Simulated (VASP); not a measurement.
# TaN (P-6m2) in VASP: further runs, part 2 of 2

VASP 6.6.1. The steps go on from the part before.

### 5 Single point, LDA

This run uses another cell than the first one, of 10.56 Å³/atom, 0.980 times its volume.

Contents of INCAR:

```
ALGO     = Normal         # electronic algorithm
EDIFF    = 1E-6           # SCF threshold, eV
ENCUT    = 600            # plane-wave cutoff, eV
GGA_COMPAT= False        
ISIF     = 2              # what is computed and relaxed
ISMEAR   = -1             # smearing method
LASPH    = True           # aspherical terms in the spheres
LCHARG   = False          # write CHGCAR
LREAL    = False          # projectors in reciprocal space
LWAVE    = False          # write WAVECAR
NBANDS   = 16             # bands
NELM     = 120            # most SCF steps
PREC     = Accurate       # precision mode
SIGMA    = 0.05           # smearing width, eV
```

Contents of KPOINTS:

```
k-points
0
Gamma
  10 10 9
```

Contents of POSCAR:

```
TaN
1.0
    2.9182812851      0.0000000000      0.0000000000
   -1.4591406425      2.5273057282      0.0000000000
    0.0000000000      0.0000000000      2.8636504237
Ta N
1 1
Direct
    0.0000000000      0.0000000000      0.5000000000
    0.6666666667      0.3333333333      0.0000000000
```

Potentials or basis: VASP PAW LDA potentials, release 64 (Ta_sv_GW, N).

Started as:

```sh
$ cat potpaw_LDA.64/Ta_sv_GW/POTCAR potpaw_LDA.64/N/POTCAR > POTCAR
$ mpirun -np 1 vasp_std > vasp.out
```

OUTCAR:

```text
EDIFF = 1E-6
   ENCUT = 600
   ISIF = 2
   ISMEAR = -1
   LASPH = True
   LREAL = False
   NELM = 120
   PREC = Accurate

 ion  position               nearest neighbor table
   1  0.000  0.000  0.500-   2 2.21   2 2.21   2 2.21   2 2.21   2 2.21   2 2.21
   2  0.667  0.333  0.000-   1 2.21   1 2.21   1 2.21   1 2.21   1 2.21   1 2.21

  LATTYP: Found a hexagonal cell.
 ALAT       =     2.9182812851
 C/A-ratio  =     0.9812797822

  Lattice vectors:

 A1 = (   2.9182812851,   0.0000000000,   0.0000000000)
 A2 = (  -1.4591406425,   2.5273057282,   0.0000000000)
 A3 = (   0.0000000000,   0.0000000000,   2.8636504237)

Analysis of symmetry for initial positions (statically):
=====================================================================
 Subroutine PRICEL returns:
 Original cell was already a primitive cell.

 Routine SETGRP: Setting up the symmetry group for a
 hexagonal supercell.

 Subroutine GETGRP returns: Found 12 space group operations
 (whereof 12 operations were pure point group operations)
 out of a pool of 24 trial point group operations.

The static configuration has the point symmetry D_3h.

Analysis of symmetry for dynamics (positions and initial velocities):
=====================================================================
 Subroutine PRICEL returns:
[... 155 lines left out ...]
  energy without entropy =      -27.22628527  energy(sigma->0) =      -27.22645080

 E-fermi :  12.4605     XC(G=0): -14.0927

 val. band max:       12.3289367111   @ k =   0.0000   0.0000   0.4444
 cond. band min:      12.6213918137   @ k =   0.0000   0.0000   0.3333
 fundamental gap:      0.2924551026
 Fermi energy:        12.4604708003

 k-point     1 :       0.0000    0.0000    0.0000
  band No.  band energies     occupation
      1     -55.6232      2.00000
      2     -22.1381      2.00000
      3     -21.8669      2.00000
      4     -21.8669      2.00000
      5      -5.2399      2.00000
      6       7.7946      2.00000
[... 433 lines left out ...]
      3     -22.1724      2.00000
      4     -22.0881      2.00000
      5      -2.8317      2.00000
      6       4.3142      2.00000
[... 8 lines left out ...]
     15      24.5105      0.00000
     16      28.2149      0.00000

 [... further k-points ...]
[... 5 lines left out ...]
  --------------------------------------------------------------------------------------
  -------------------------------------------------------------------------------------
  Total       -0.4160214     -0.4160214     -0.4995648     -0.0000000     -0.0000000      0.0000000
  in kB      -31.5588581    -31.5588581    -37.8963581     -0.0000000     -0.0000000      0.0000000
  external PRESSURE =     -33.6713581 kB  Pullay stress =       0.0000000 kB

 VOLUME and BASIS-vectors are now :
 -----------------------------------------------------------------------------
  energy-cutoff  :      600.00
  volume of cell :       21.12
      direct lattice vectors                 reciprocal lattice vectors
     2.918281285  0.000000000  0.000000000     0.342667448  0.197839143  0.000000000
    -1.459140642  2.527305728  0.000000000     0.000000000  0.395678287  0.000000000
     0.000000000  0.000000000  2.863650424     0.000000000  0.000000000  0.349204635

 POSITION                                       TOTAL-FORCE (eV/Angst)
 -----------------------------------------------------------------------------------
      0.00000      0.00000      1.43183         0.000000      0.000000      0.000000
      1.45914      0.84244      0.00000        -0.000000      0.000000      0.000000
 -----------------------------------------------------------------------------------
    total drift:                               -0.000000      0.000000      0.000000

  FREE ENERGIE OF THE ION-ELECTRON SYSTEM (eV)
  ---------------------------------------------------
  free  energy   TOTEN  =       -27.2266163224 eV

  energy  without entropy=      -27.2262852733  energy(sigma->0) =      -27.22645080
```

OSZICAR:

```text
N       E                     dE             d eps       ncg     rms          rms(c)
DAV:   1     0.114787782644E+03    0.11479E+03   -0.12296E+04  2264   0.127E+03
DAV:   2    -0.258664356463E+02   -0.14065E+03   -0.13574E+03  3152   0.319E+02
DAV:   3    -0.307623573189E+02   -0.48959E+01   -0.48906E+01  2688   0.556E+01
DAV:   4    -0.308846674618E+02   -0.12231E+00   -0.12231E+00  3272   0.596E+00
DAV:   5    -0.308874505305E+02   -0.27831E-02   -0.27831E-02  2688   0.635E-01    0.569E+01
DAV:   6    -0.274284383022E+02    0.34590E+01   -0.73861E+00  2328   0.230E+01    0.598E+01
DAV:   7    -0.272922874357E+02    0.13615E+00   -0.43192E-01  2400   0.507E+00    0.268E+01
DAV:   8    -0.272302637977E+02    0.62024E-01   -0.13985E-01  2768   0.281E+00    0.698E+00
DAV:   9    -0.272268587608E+02    0.34050E-02   -0.83861E-03  2688   0.840E-01    0.411E-01
DAV:  10    -0.272266407552E+02    0.21801E-03   -0.15815E-03  2376   0.393E-01    0.189E-01
DAV:  11    -0.272266212201E+02    0.19535E-04   -0.96346E-05  2656   0.976E-02    0.176E-01
DAV:  12    -0.272266165928E+02    0.46273E-05   -0.11663E-05  2672   0.292E-02    0.231E-02
DAV:  13    -0.272266163224E+02    0.27042E-06   -0.11524E-06  1760   0.885E-03
   1 F= -.27226616E+02 E0= -.27226451E+02  d E =-.331049E-03
```

stdout:

```text
POSCAR found type information on POSCAR TaN
 POSCAR found :  2 types and       2 ions
 scaLAPACK will be used
 LDA part: xc-table for (Slater(with rela. corr.)+CA(PZ))
 , standard interpolation
 POSCAR, INCAR and KPOINTS ok, starting setup
 FFT: planning ... GRIDC
 FFT: planning ... GRID_SOFT
 FFT: planning ... GRID
 WAVECAR not read
 entering main loop
```

It took 11 s on 1 thread of Intel Xeon Platinum 8559C (Emerald Rapids), shared host; peak memory 0.15 GiB.

Results:

```yaml
Free_energy: -27.2266 eV
Pressure: -3.4 GPa
Band_gap_on_the_k_mesh: zero (band 9 reaches 12.62 eV, above the bottom of band 10 at 12.33 eV)
```

Caveat: spin-orbit coupling is left out, which moves the levels of the heavy elements.

### 6 Overview

| level | U | cell | gap on the mesh (eV) | pressure (GPa) |
| --- | --- | --- | --- | --- |
| LDA+U | Ta d U = 4.0 eV | a = 2.938, b = 2.938, c = 2.883 Å, angles 90.0, 90.0, 120.0°, 2 atoms | none | 2.7 |
| LDA+U | Ta d U = 5.0 eV | a = 2.938, b = 2.938, c = 2.883 Å, angles 90.0, 90.0, 120.0°, 2 atoms | none | 6.2 |
| LDA | - | a = 2.996, b = 2.996, c = 2.940 Å, angles 90.0, 90.0, 120.0°, 2 atoms | none | -27.7 |
| LDA | - | a = 2.918, b = 2.918, c = 2.864 Å, angles 90.0, 90.0, 120.0°, 2 atoms | none | -3.4 |

Alike in all rows: task single point; potentials or basis VASP PAW LDA potentials, release 64 (Ta_sv_GW, N); no spin polarisation; k mesh 10 × 10 × 9; cutoff (eV) 600; smearing fermi-dirac 0.05 eV.

Caveats: spin-orbit coupling is left out, which moves the levels of the heavy elements; U without spin polarisation on a metal has little footing (some runs).

Absolute energies hang on the potentials; compare differences alone.
